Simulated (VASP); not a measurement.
Na: single point with PBEsol

Crystal: Na.

```
Na
1.0
    -1.65470    1.65470    1.65470
     1.65470   -1.65470    1.65470
     1.65470    1.65470   -1.65470
Na
1
Direct
  0.00000 0.00000 0.00000
```

| Item | Value |
| --- | --- |
| Program | VASP 6.6.1 |
| Task | single point |
| Functional | PBEsol |
| Potentials or basis | VASP PAW PBE potentials, release 64 (Na_pv) |
| Cutoff | 520 eV |
| k mesh | 13 × 13 × 13 |
| Occupations | fermi-dirac, width 0.05 eV |
| Spin | no spin polarisation |

```json
{"Pressure": "19.9 GPa", "Band gap on the k mesh": "zero (an odd number of electrons rules out a gap without spin polarisation)"}
```

Levels at points of the mesh, in eV from the Fermi level:
```
           k point  band 1  band 2  band 3  band 4  band 5  band 6
(0.00, 0.00, 0.00)  -24.82  -24.82  -24.82   -5.25   17.02   17.02
```

Run time: 23 s on 1 thread of AMD EPYC 7R13, with other jobs on the host, peak memory 0.11 GiB.

Caveat: the cell stands under pressure; the PAW data sets were made with another functional, which shifts forces and pressure a little.
